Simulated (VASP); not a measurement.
The system is LiCl.

```
Li Cl
1.0
     0.00000    2.56477    2.56477
     2.56477    0.00000    2.56477
     2.56477    2.56477    0.00000
Li Cl
1 1
Direct
  0.00000 0.00000 0.00000
  0.50000 0.50000 0.50000
```

* Program: VASP 6.6.1
* Task: relaxation of cell and atoms
* Functional: revPBE
* Dispersion: D3(BJ)
* Potentials or basis: VASP PAW PBE potentials, release 64 (Li_sv, Cl)
* Cutoff: 600 eV
* k mesh: 6 × 6 × 6
* Occupations: gaussian, width 0.01 eV
* Spin: no spin polarisation

At the start: pressure -2.5 GPa; volume 16.87 Å³/atom.

Task: How do energy, volume and symmetry change on relaxing?

Result: Over 3 steps the energy falls by 10.7 meV/atom and the volume is 15.65 Å³/atom (-7.2 %); space group Fm-3m (No. 225, to 0.05 Å).

Step by step:
| step | energy change (eV) | largest force (eV/Å) | pressure (GPa) | volume (Å³) |
| --- | --- | --- | --- | --- |
| 1 | 0.0000 | 0.0000 | -2.53 | 33.74 |
| 2 | -0.0159 | 0.0000 | -1.38 | 32.46 |
| 3 | -0.0214 | 0.0000 | -0.11 | 31.30 |

Final structure:
```
Li Cl
1.0
     0.00000    2.50123    2.50123
     2.50123    0.00000    2.50123
     2.50123    2.50123    0.00000
Li Cl
1 1
Direct
  0.00000 0.00000 0.00000
  0.50000 0.50000 0.50000
```

Caveat: the cutoff is under 1.25 times the usual one of these potentials, so pressure, stress and relaxed cells hold a basis-set (Pulay) error; the PAW data sets were made with another functional, which shifts forces and pressure a little.
